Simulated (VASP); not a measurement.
**ZnSe (Stilleite): relaxation of cell and atoms with RPBE+D4**

Crystal: ZnSe (Stilleite).

```
CELL_PARAMETERS angstrom
0.00000 2.83380 2.83380
2.83380 0.00000 2.83380
2.83380 2.83380 0.00000
ATOMIC_POSITIONS crystal
Se 0.75000 0.75000 0.75000
Zn 0.00000 0.00000 0.00000
```

```yaml
Program: VASP 6.6.1
Task: relaxation of cell and atoms
Functional: RPBE
Dispersion: D4
Potentials_or_basis: VASP PAW PBE potentials, release 64 (Se, Zn)
Cutoff: 600 eV
k_mesh: 8 × 8 × 8
Occupations: fermi-dirac, width 0.05 eV
Spin: no spin polarisation
Dipole_correction: no
Further_INCAR_settings: ALGO = Normal; EDIFF = 1e-07; IBRION = 2; EDIFFG = -0.005; NSW = 80; ISIF = 3
```

The relaxed volume is 22.55 Å³/atom, the relaxed cell is a = 3.996 Å, b = 3.996 Å, c = 3.996 Å, α = 60.00°, β = 60.00°, γ = 60.00° and the space group after relaxing (to 0.05 Å) is F-43m (No. 216). The energy gained by relaxing is 0.4 meV/atom and the ionic steps are 3. The pressure after relaxing is 0.0 GPa, the band gap on the k mesh is 1.49 eV, direct and the dispersion energy per atom is -0.607 eV.

The path:
| step | energy change (eV) | largest force (eV/Å) | pressure (GPa) | volume (Å³) |
| --- | --- | --- | --- | --- |
| 1 | 0.0000 | 0.0000 | -0.54 | 45.51 |
| 2 | -0.0007 | 0.0000 | 0.13 | 45.01 |
| 3 | -0.0007 | 0.0000 | 0.01 | 45.10 |

Final structure:
```
Se Zn
1.0
     0.00000    2.82525    2.82525
     2.82525    0.00000    2.82525
     2.82525    2.82525    0.00000
Se Zn
1 1
Direct
  0.75000 0.75000 0.75000
  0.00000 0.00000 0.00000
```

Levels at points of the mesh, in eV from the valence-band top:
```
           k point  band 5  band 6  band 7  band 8  band 9  band 10  band 11  band 12  band 13
(0.00, 0.00, 0.00)   -6.16   -6.16    0.00    0.00    0.00     1.49     5.85     5.85     5.85
(0.50, 0.00, 0.00)   -6.14   -5.99   -5.24   -0.88   -0.88     2.68     6.44     6.44     8.80
(0.50, 0.50, 0.00)   -6.11   -5.97   -4.75   -2.20   -2.20     3.11     3.56    10.98    11.40
```

It took 41 s on 1 thread of Intel(R) Xeon(R) 6975P-C (Granite Rapids) (shared host), peak memory 0.2 GiB.

Caveat: the PAW data sets were made with another functional, which shifts forces and pressure a little. As with any semilocal functional, this RPBE gap is likely too small.
